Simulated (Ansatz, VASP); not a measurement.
Two plane-wave programs on C

```xyz
12
Lattice="2.6666 0.0000 0.0000 -1.3333 2.3093 0.0000 0.0000 0.0000 11.8821" Properties=species:S:1:pos:R:3 pbc="T T T"
C     0.0000    0.0000    2.2203
C     0.0000    0.0000    8.1613
C     0.0000    0.0000    3.7208
C     0.0000    0.0000    9.6618
C     0.0000    1.5396    6.1879
C     1.3333    0.7698    0.2468
C     0.0000    1.5396   11.6353
C     1.3333    0.7698    5.6942
C     0.0000    1.5396    7.6647
C     1.3333    0.7698    1.7236
C     0.0000    1.5396   10.1585
C     1.3333    0.7698    4.2174
```

Alike in both runs: task single point; functional LDA; k mesh 12 × 12 × 2; occupations gaussian, width 0.05 eV; no spin polarisation.

|  | VASP | Ansatz |
| --- | --- | --- |
| version | VASP 6.6.1 | Ansatz 0.2.0 |
| potentials or method | VASP PAW LDA potentials, release 64 (C), cutoff 520 eV | scalar-relativistic, plane waves, PAW |
| valence electrons in the cell | 48 | 48 |

|  | VASP | Ansatz | Ansatz less VASP |
| --- | --- | --- | --- |
| gap on the k mesh at the Fermi level (eV) | 3.02 | 3.03 | +0.012 |
| least direct gap on the mesh (eV) | 4.00 | 4.00 | +0.004 |
| rms of the force components (eV/Å) | 0.265 | 0.247 | -0.0181 |

Ansatz warns that its potentials were made for another functional, while VASP's fit it. LDA's correlation is that of Perdew and Zunger in VASP and of Perdew and Wang (1992) in Ansatz. Atom by atom the forces differ by 0.019 eV/Å (rms over components).
